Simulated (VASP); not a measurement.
# Al2Cu (P4/mmm) in VASP: elastic constants with PBEsol

Aim: the elastic constants of Al2Cu with PBEsol.

All numbers are computed with VASP 6.6.1; they aren't measurements. Logs are shortened: lines on timing, memory, paths and dates and some standing lists are left out, and cuts for length are marked.

## (1) The cell of the first run

Symmetry: P4/mmm, No. 123, tetragonal system. The conventional cell has a = 4.105 Å, b = 4.105 Å, c = 2.891 Å, α = 90.00°, β = 90.00°, γ = 90.00°. Within 3.3 Å of Cu (site symmetry 4/mmm) lie 8 Al at 2.51 Å and 2 Cu at 2.89 Å. Within 3.3 Å of Al (site symmetry mmm) lie 4 Cu at 2.51 Å and 6 Al at 2.89 to 2.90 Å.

## (2) Elastic constants, PBEsol

INCAR

```
PREC = Accurate ; ENCUT = 600
EDIFF = 1E-8 ; ISMEAR = -1
SIGMA = 0.05 ; LREAL = F
LASPH = T ; NELM = 60
ALGO = Normal ; ISIF = 3
LWAVE = F ; LCHARG = F
GGA = PS ; NBANDS = 16
IBRION = 6 ; NFREE = 2
POTIM = 0.015 ; NSW = 1
```

KPOINTS

```
Automatic mesh
0
Gamma
  6 6 8
```

POSCAR

```
Al2Cu
1.0
    4.1051820000      0.0000000000      0.0000000000
    0.0000000000      4.1051820000      0.0000000000
    0.0000000000      0.0000000000      2.8913130000
Cu Al
1 2
Direct
    0.0000000000      0.0000000000      0.0000000000
    0.0000000000      0.5000000000      0.5000000000
    0.5000000000      0.0000000000      0.5000000000
```

Potentials or basis: VASP PAW PBE potentials, release 64 (Cu, Al).

The run is started by

```bash
> cat potpaw_PBE.64/Cu/POTCAR potpaw_PBE.64/Al/POTCAR > POTCAR
> mpirun -np 1 vasp_std > vasp.out
```

OUTCAR:

```text
PREC = Accurate
   ENCUT = 600
   EDIFF = 1E-8
   ISMEAR = -1
   LREAL = F
   LASPH = T
   NELM = 60
   ISIF = 3
   GGA = PS
   IBRION = 6
   NFREE = 2
   POTIM = 0.015
   NSW = 1

 ion  position               nearest neighbor table
   1  0.000  0.000  0.000-   2 2.51   3 2.51   2 2.51   3 2.51   2 2.51   2 2.51   3 2.51   3 2.51

   2  0.000  0.500  0.500-   1 2.51   1 2.51   1 2.51   1 2.51   3 2.90   3 2.90   3 2.90   3 2.90

   3  0.500  0.000  0.500-   1 2.51   1 2.51   1 2.51   1 2.51   2 2.90   2 2.90   2 2.90   2 2.90

  LATTYP: Found a simple tetragonal cell.
 ALAT       =     4.1051820000
 C/A-ratio  =     0.7043081159

  Lattice vectors:

 A1 = (   4.1051820000,   0.0000000000,   0.0000000000)
 A2 = (   0.0000000000,   4.1051820000,   0.0000000000)
 A3 = (   0.0000000000,   0.0000000000,   2.8913130000)

Analysis of symmetry for initial positions (statically):
=====================================================================
 Subroutine PRICEL returns:
 Original cell was already a primitive cell.

 Routine SETGRP: Setting up the symmetry group for a
 simple tetragonal supercell.

 Subroutine GETGRP returns: Found 16 space group operations
 (whereof 16 operations were pure point group operations)
 out of a pool of 16 trial point group operations.

The static configuration has the point symmetry D_4h.

Analysis of symmetry for dynamics (positions and initial velocities):
=====================================================================
 Subroutine PRICEL returns:
 Original cell was already a primitive cell.

 Routine SETGRP: Setting up the symmetry group for a
 simple tetragonal supercell.

 Subroutine GETGRP returns: Found 16 space group operations
 (whereof 16 operations were pure point group operations)
 out of a pool of 16 trial point group operations.

The dynamic configuration has the point symmetry D_4h.

 Subroutine INISYM returns: Found 16 space group operations
 (whereof 16 operations are pure point group operations),
 and found     1 'primitive' translations

----------------------------------------------------------------------------------------

                                     Primitive cell

  volume of cell :      48.7259

  direct lattice vectors                    reciprocal lattice vectors
     4.105182000  0.000000000  0.000000000     0.243594559  0.000000000  0.000000000
     0.000000000  4.105182000  0.000000000     0.000000000  0.243594559  0.000000000
     0.000000000  0.000000000  2.891313000     0.000000000  0.000000000  0.345863627

  length of vectors
     4.105182000  4.105182000  2.891313000     0.243594559  0.243594559  0.345863627

  position of ions in fractional coordinates (direct lattice)
     0.000000000  0.000000000  0.000000000
     0.000000000  0.500000000  0.500000000
     0.500000000  0.000000000  0.500000000

  ion indices of the primitive-cell ions
   primitive index   ion index
                 1           1
                 2           2
                 3           3

----------------------------------------------------------------------------------------

 KPOINTS: Automatic mesh

Automatic generation of k-mesh.
 Grid dimensions read from file:
 generate k-points for:    6    6    8

 Generating k-lattice:

[... 101 lines left out ...]

 number of electron      16.9999992 magnetization

 Free energy of the ion-electron system (eV)
  ---------------------------------------------------
  ext. energy  EPLUGINS =         0.00000000
  ---------------------------------------------------
  free energy    TOTEN  =       -12.55184070 eV

  energy without entropy =      -12.54199489  energy(sigma->0) =      -12.54691780

------------------------ aborting loop because EDIFF is reached ----------------------------------------

  FORCE on cell =-STRESS in cart. coord.  units (eV):
  Direction    XX          YY          ZZ          XY          YZ          ZX
  --------------------------------------------------------------------------------------
  -------------------------------------------------------------------------------------
  Total       -0.3388123     -0.3388123     -1.0500444      0.0000000      0.0000000      0.0000000
  in kB      -11.1406330    -11.1406330    -34.5269560      0.0000000      0.0000000      0.0000000
  external PRESSURE =     -18.9360740 kB  Pullay stress =       0.0000000 kB
[... 92 lines left out ...]
  FREE ENERGIE OF THE ION-ELECTRON SYSTEM (eV)
  ---------------------------------------------------
  free  energy   TOTEN  =       -12.5511671184 eV

  energy  without entropy=      -12.5421082606  energy(sigma->0) =      -12.54663769

[... ionic steps 4 to 20 ...]

--------------------------------------- Ionic step       21  -------------------------------------------

 number of electron      16.9999992 magnetization

------------------------ aborting loop because EDIFF is reached ----------------------------------------
[... 69 lines left out ...]
--------------------------------------- Ionic step       23  -------------------------------------------

 number of electron      16.9999992 magnetization

 Free energy of the ion-electron system (eV)
  ---------------------------------------------------
  ext. energy  EPLUGINS =         0.00000000
  ---------------------------------------------------
  free energy    TOTEN  =       -12.55151145 eV

  energy without entropy =      -12.54166520  energy(sigma->0) =      -12.54658833

 E-fermi :   7.1442     XC(G=0): -10.4861

 val. band max:        7.1308645439   @ k =   0.0000   0.0000   0.1250
 cond. band min:       7.1612672320   @ k =  -0.3333   0.5000   0.5000
 fundamental gap:      0.0304026881
 Fermi energy:         7.1441542664

 k-point     1 :       0.0000    0.0000    0.0000
  band No.  band energies     occupation
      1      -3.4636      2.00000
      2       1.6614      2.00000
      3       2.1678      2.00000
      4       2.8297      2.00000
      5       3.0147      2.00000
      6       3.0149      2.00000
[... 433 lines left out ...]
      3       2.3946      2.00000
      4       2.4744      2.00000
      5       2.7734      2.00000
      6       2.8661      2.00000
[... 8 lines left out ...]
     15      16.8365      0.00000
     16      16.9523      0.00000

 [... further k-points ...]
[... 5 lines left out ...]
  --------------------------------------------------------------------------------------
  -------------------------------------------------------------------------------------
  Total       -0.3412471     -0.3383252     -1.0518959      0.0000000      0.0000000      0.0000000
  in kB      -11.2206920    -11.1246138    -34.5878365      0.0000000      0.0000000      0.0000000
  external PRESSURE =     -18.9777141 kB  Pullay stress =       0.0000000 kB
[... 18 lines left out ...]
  FREE ENERGIE OF THE ION-ELECTRON SYSTEM (eV)
  ---------------------------------------------------
  free  energy   TOTEN  =       -12.5515114453 eV

  energy  without entropy=      -12.5416652047  energy(sigma->0) =      -12.54658833

 INTERNAL STRAIN TENSORS FROM STRAINED CELLS
 ============================================

 INTERNAL STRAIN TENSOR FOR ION    1 for displacements in x,y,z  (eV/Angst):
          X           Y           Z          XY          YZ          ZX
  --------------------------------------------------------------------------------
  x     0.00000     0.00000     0.00000     0.00000     0.00000     0.00000
  y     0.00000     0.00000     0.00000     0.00000     0.00000     0.00000
  z     0.00000     0.00000     0.00000     0.00000     0.00000     0.00000

 INTERNAL STRAIN TENSORS FROM DISPLACED ATOMS
 ============================================

 INTERNAL STRAIN TENSOR FOR ION    1 for displacements in x,y,z  (eV/Angst):
          X           Y           Z          XY          YZ          ZX
  --------------------------------------------------------------------------------
  x     0.00000     0.00000     0.00000     0.00000     0.00000     0.00000
  y     0.00000     0.00000     0.00000     0.00000     0.00000     0.00000
  z     0.00000     0.00000     0.00000     0.00000     0.00000     0.00000

 INTERNAL STRAIN TENSOR FOR ION    3 for displacements in x,y,z  (eV/Angst):
          X           Y           Z          XY          YZ          ZX
  --------------------------------------------------------------------------------
  x     0.00000     0.00000     0.00000     0.00000     0.00000     0.00000
  y     0.00000     0.00000     0.00000     0.00000     0.00000     0.00000
  z     0.00000     0.00000     0.00000     0.00000     0.00000     0.00000

 Eigenvectors and eigenvalues of the dynamical matrix
 ----------------------------------------------------

   1 f  =   10.167302 THz    63.883040 2PiTHz  339.144677 cm-1    42.048562 meV
             X         Y         Z           dx          dy          dz
      0.000000  0.000000  0.000000    -0.337215    0.262094    0.000000
      0.000000  2.052591  1.445656    -0.174739   -0.538010   -0.000000
      2.052591  0.000000  1.445656     0.692213    0.135813    0.000000
[... 43 lines left out ...]
   9 f/i=    0.010951 THz     0.068808 2PiTHz    0.365291 cm-1     0.045290 meV
             X         Y         Z           dx          dy          dz
      0.000000  0.000000  0.000000    -0.000000    0.000000    0.736470
      0.000000  2.052591  1.445656    -0.000000    0.000000    0.478337
      2.052591  0.000000  1.445656    -0.000000    0.000000    0.478337

--------------------------------------------------------------------------------------------------------

 ELASTIC MODULI CONTR FROM IONIC RELAXATION (kBar)
 Direction    XX          YY          ZZ          XY          YZ          ZX
 --------------------------------------------------------------------------------
 XX           0.0000      0.0000      0.0000      0.0000      0.0000      0.0000
 YY           0.0000      0.0000      0.0000      0.0000      0.0000      0.0000
 ZZ           0.0000      0.0000      0.0000      0.0000      0.0000      0.0000
 XY           0.0000      0.0000      0.0000      0.0000      0.0000      0.0000
 YZ           0.0000      0.0000      0.0000      0.0000      0.0000      0.0000
 ZX           0.0000      0.0000      0.0000      0.0000      0.0000      0.0000
 --------------------------------------------------------------------------------

 TOTAL ELASTIC MODULI (kBar)
 Direction    XX          YY          ZZ          XY          YZ          ZX
 --------------------------------------------------------------------------------
 XX        1723.8988     20.8321    916.9959      0.0000      0.0000      0.0000
 YY          20.8321   1723.8988    916.9959      0.0000      0.0000      0.0000
 ZZ         916.9959    916.9959    750.0355      0.0000     -0.0000      0.0000
 XY           0.0000      0.0000      0.0000    505.8804      0.0000      0.0000
 YZ           0.0000      0.0000     -0.0000      0.0000    514.5320      0.0000
 ZX           0.0000      0.0000      0.0000      0.0000      0.0000    514.5319
 --------------------------------------------------------------------------------
```

Wall time 40 min (1 thread of AMD EPYC 7R13, shared host); peak memory 0.31 GiB.

What came out:

- Voigt bulk modulus: 88 GPa
- Highest phonon frequency at Γ, LO-TO splitting left out: 339 cm⁻¹

Phonon frequencies in cm⁻¹ (negative: imaginary):
```
              q point                    frequencies
(0.000, 0.000, 0.000)  0 0 0 147 147 177 226 339 339
```

Elastic tensor in Voigt notation (GPa, in the Cartesian axes of the cell as first typed):
```
172   2  92   0   0   0
  2 172  92   0   0   0
 92  92  75   0   0   0
  0   0   0  51   0   0
  0   0   0   0  51   0
  0   0   0   0   0  51
```

Clamped-ion elastic tensor (GPa):
```
172   2  92   0   0   0
  2 172  92   0   0   0
 92  92  75   0   0   0
  0   0   0  51   0   0
  0   0   0   0  51   0
  0   0   0   0   0  51
```

Caveat: the cell is under stress, which shifts elastic constants; the elastic tensor has a negative eigenvalue, so either the cell is unstable as it stands or the mesh is too thin; the PAW data sets were made with another functional, which shifts forces and pressure a little.
